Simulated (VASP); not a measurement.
# Ti in VASP: further runs, part 2 of 2

VASP 6.6.1. The steps go on from the part before.

## Step 3: Single point, PBE

This run uses another cell than the first one, of 48.79 Å³/atom, 1.066 times its volume.

INCAR reads:

```
SYSTEM = Ti
PREC = Accurate
ENCUT = 520
EDIFF = 1E-6
ISMEAR = 0
SIGMA = 0.1
LREAL = .FALSE.
LASPH = .TRUE.
NELM = 80
ALGO = Normal
ISIF = 2
LWAVE = .FALSE.
LCHARG = .FALSE.
LDIPOL = .TRUE.
IDIPOL = 3
DIPOL = 0.5 0.5 0.312
GGA = PE
NBANDS = 25
```

KPOINTS reads:

```
regular mesh
0
G
  9 9 1
  0 0 0
```

POSCAR reads:

```
Ti
1.0
    2.9075446924      0.0000000000      0.0000000000
   -1.4537723462      2.5180075663      0.0000000000
    0.0000000000      0.0000000000     19.9935258682
Ti
3
Direct
    0.6666666667      0.3333333333      0.2000647623
    0.3333333333      0.6666666667      0.3124429313
    0.0000000000      0.0000000000      0.4248138084
```

Potentials or basis: VASP PAW PBE potentials, release 64 (Ti_sv).

Command:

```bash
$ cat potpaw_PBE.64/Ti_sv/POTCAR > POTCAR
$ mpirun -np 1 vasp_std > vasp.out
```

OUTCAR:

```text
SYSTEM = Ti
   PREC = Accurate
   ENCUT = 520
   EDIFF = 1E-6
   ISMEAR = 0
   LREAL = .FALSE.
   LASPH = .TRUE.
   NELM = 80
   ISIF = 2
   GGA = PE

 ion  position               nearest neighbor table
   1  0.667  0.333  0.200-   2 2.80   2 2.80   2 2.80
   2  0.333  0.667  0.312-   3 2.80   3 2.80   3 2.80   1 2.80   1 2.80   1 2.80
   3  0.000  0.000  0.425-   2 2.80   2 2.80   2 2.80

  LATTYP: Found a hexagonal cell.
 ALAT       =     2.9075446924
 C/A-ratio  =     6.8764294219

  Lattice vectors:

 A1 = (   2.9075446924,   0.0000000000,   0.0000000000)
 A2 = (  -1.4537723462,   2.5180075663,   0.0000000000)
 A3 = (   0.0000000000,   0.0000000000,  19.9935258682)

Analysis of symmetry for initial positions (statically):
=====================================================================
 Subroutine PRICEL returns:
 Original cell was already a primitive cell.

 Routine SETGRP: Setting up the symmetry group for a
 hexagonal supercell.

 Subroutine GETGRP returns: Found 12 space group operations
 (whereof  6 operations were pure point group operations)
 out of a pool of 24 trial point group operations.

[... 161 lines left out ...]
 cond. band min:       0.2323227539   @ k =   0.2222   0.1111   0.0000
 fundamental gap:      0.1379840688
 Fermi energy:         0.1416447170

 k-point     1 :       0.0000    0.0000    0.0000
  band No.  band energies     occupation
      1     -56.7067      2.00000
      2     -56.6875      2.00000
      3     -56.3551      2.00000
      4     -33.1548      2.00000
      5     -32.9695      2.00000
      6     -32.6630      2.00000
[... 325 lines left out ...]
     24       2.3991      0.00000
     25       2.9338      0.00000

------------------------ aborting loop because EDIFF is reached ----------------------------------------

 vacuum level on the upper side and lower side of the slab       (xc-potential included)        -0.199        -0.184

  FORCE on cell =-STRESS in cart. coord.  units (eV):
  Direction    XX          YY          ZZ          XY          YZ          ZX
  --------------------------------------------------------------------------------------
  -------------------------------------------------------------------------------------
  Total       -0.7395289     -0.7395289     -0.0770029     -0.0000000      0.0000000      0.0000000
  in kB       -8.0945539     -8.0945539     -0.8428392     -0.0000000      0.0000000      0.0000000
  external PRESSURE =      -5.6773156 kB  Pullay stress =       0.0000000 kB

 VOLUME and BASIS-vectors are now :
 -----------------------------------------------------------------------------
  energy-cutoff  :      520.00
  volume of cell :      146.38
      direct lattice vectors                 reciprocal lattice vectors
     2.907544692  0.000000000  0.000000000     0.343932804  0.198569697  0.000000000
    -1.453772346  2.518007566  0.000000000     0.000000000  0.397139394  0.000000000
     0.000000000  0.000000000 19.993525868     0.000000000  0.000000000  0.050016191

 POSITION                                       TOTAL-FORCE (eV/Angst)
 -----------------------------------------------------------------------------------
      1.45377      0.83934      4.00000        -0.000000      0.000000      0.013302
     -0.00000      1.67867      6.24684         0.000000      0.000000     -0.000000
      0.00000      0.00000      8.49353         0.000000      0.000000     -0.013302
 -----------------------------------------------------------------------------------
    total drift:                               -0.000000     -0.000000     -0.219631

  FREE ENERGIE OF THE ION-ELECTRON SYSTEM (eV)
  ---------------------------------------------------
  free  energy   TOTEN  =       -21.6559520202 eV

  energy  without entropy=      -21.6306363778  energy(sigma->0) =      -21.64329420

 vacuum level on the upper side and lower side of the slab         4.589         4.605
```

Wall time 2.2 min (1 thread of Intel Xeon Platinum 8259CL at 2.50GHz (Skylake/Cascade Lake), shared host); peak memory 0.26 GiB.

What came out:

```
Free energy            : -21.6560 eV
Largest force          : 0.013 eV/Å
Band gap on the k mesh : zero (band 18 reaches 0.84 eV, above the bottom of band 19 at -0.16 eV)
```

Forces in eV/Å, atoms in the order of the input:
```
Ti   0.000  0.000  0.013
Ti   0.000  0.000  0.000
Ti   0.000  0.000 -0.013
```

Levels at points of the mesh, in eV from the Fermi level:
```csv
k point,band 15,band 16,band 17,band 18,band 19,band 20,band 21,band 22
"(0.00, 0.00, 0.00)",-2.95,-0.08,-0.05,0.69,0.69,0.84,0.91,0.93
```

## Step 4: Single point, PBE

INCAR reads:

```
ALGO = Normal
DIPOL = 0.5 0.5 0.493
EDIFF = 1E-6
ENCUT = 520
GGA = PE
IDIPOL = 3
ISIF = 2
ISMEAR = 0
LASPH = T
LCHARG = F
LDIPOL = T
LREAL = F
LWAVE = F
NBANDS = 25
NELM = 100
PREC = Accurate
SIGMA = 0.1
```

KPOINTS reads:

```
k-points
0
Gamma
  12 12 1
```

POSCAR reads:

```
Ti
1.0
    2.9075446924      0.0000000000      0.0000000000
   -1.4537723462      2.5180075663      0.0000000000
    0.0000000000      0.0000000000     18.7480006006
Ti
3
Direct
    0.6666666667      0.3333333333      0.3733731478
    0.3333333333      0.6666666667      0.4932171715
    0.0000000000      0.0000000000      0.6130534190
```

Command:

```bash
$ cat potpaw_PBE.64/Ti_sv/POTCAR > POTCAR
$ mpirun -np 1 vasp_std > vasp.out
```

Wall time 3 min (1 thread of Intel Xeon Platinum 8259CL at 2.50GHz (Skylake/Cascade Lake), shared host); peak memory 0.26 GiB.

The run converged. Its results:

* Free energy: -21.6445 eV
* Largest force: 0.014 eV/Å
* Band gap on the k mesh: zero (band 18 reaches 1.16 eV, above the bottom of band 19 at 0.22 eV)

Forces on the atoms (eV/Å):
```
Ti   0.000  0.000  0.014
Ti   0.000  0.000  0.000
Ti   0.000  0.000 -0.014
```

Levels at points of the mesh, in eV from the Fermi level:
| k point | band 15 | band 16 | band 17 | band 18 | band 19 | band 20 | band 21 | band 22 |
| --- | --- | --- | --- | --- | --- | --- | --- | --- |
| (0.00, 0.00, 0.00) | -2.96 | -0.07 | -0.05 | 0.70 | 0.70 | 0.84 | 0.90 | 0.92 |
| (0.50, 0.00, 0.00) | -1.83 | -1.55 | -0.87 | 0.41 | 0.52 | 0.87 | 1.14 | 1.66 |
